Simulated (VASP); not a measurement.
Wanted: the native input for a VASP 6.6.1 run.

| Property | Result |
| --- | --- |
| Task | single point |
| Functional | LDA |
| Potentials or basis | VASP PAW LDA potentials, release 64 (Ti_sv, O) |
| Cutoff | 520 eV |
| k mesh | 8 × 8 × 11 |
| Occupations | fermi-dirac, width 0.1 eV |
| Spin | no spin polarisation |
| Dipole correction | no |
| Further INCAR settings | ALGO = Normal; EDIFF = 1e-06; NBANDS = 33 |

The structure of TiO2 (rutile type) lies in POSCAR:

```
TiO2
1.0
    4.5478487094      0.0000000000      0.0000000000
    0.0000000000      4.5478487094      0.0000000000
    0.0000000000      0.0000000000      2.9172407658
Ti O
2 4
Direct
    0.0000000000      0.0000000000      0.0000000000
    0.5000000000      0.5000000000      0.5000000000
    0.3039642303      0.3039642303      0.0000000000
    0.6960357697      0.6960357697      0.0000000000
    0.8039642303      0.1960357697      0.5000000000
    0.1960357697      0.8039642303      0.5000000000
```

These files were run (other wordings do the same):

INCAR

```
SYSTEM = TiO2
  ALGO = Normal
  EDIFF = 1E-6
  ENCUT = 520
  ISIF = 2
  ISMEAR = -1
  LASPH = .TRUE.
  LCHARG = .FALSE.
  LREAL = .FALSE.
  LWAVE = .FALSE.
  NBANDS = 33
  NELM = 80
  PREC = Accurate
  SIGMA = 0.1
```

KPOINTS

```
k-points
0
G
  8 8 11
  0 0 0
```

Potentials or basis: VASP PAW LDA potentials, release 64 (Ti_sv, O).

Command:

```bash
$ cat potpaw_LDA.64/Ti_sv/POTCAR potpaw_LDA.64/O/POTCAR > POTCAR
$ mpirun -np 1 vasp_std > vasp.out
```

It gave:

* Pressure: 1.3 GPa
* Largest force: 0.038 eV/Å
* Band gap on the k mesh: 1.83 eV

Caveat: an odd mesh through Γ misses points on the zone boundary, where band edges can lie.

It took 75 s on 1 thread of Intel(R) Xeon(R) 6975P-C (Granite Rapids), with other jobs on the host, peak memory 0.25 GiB.
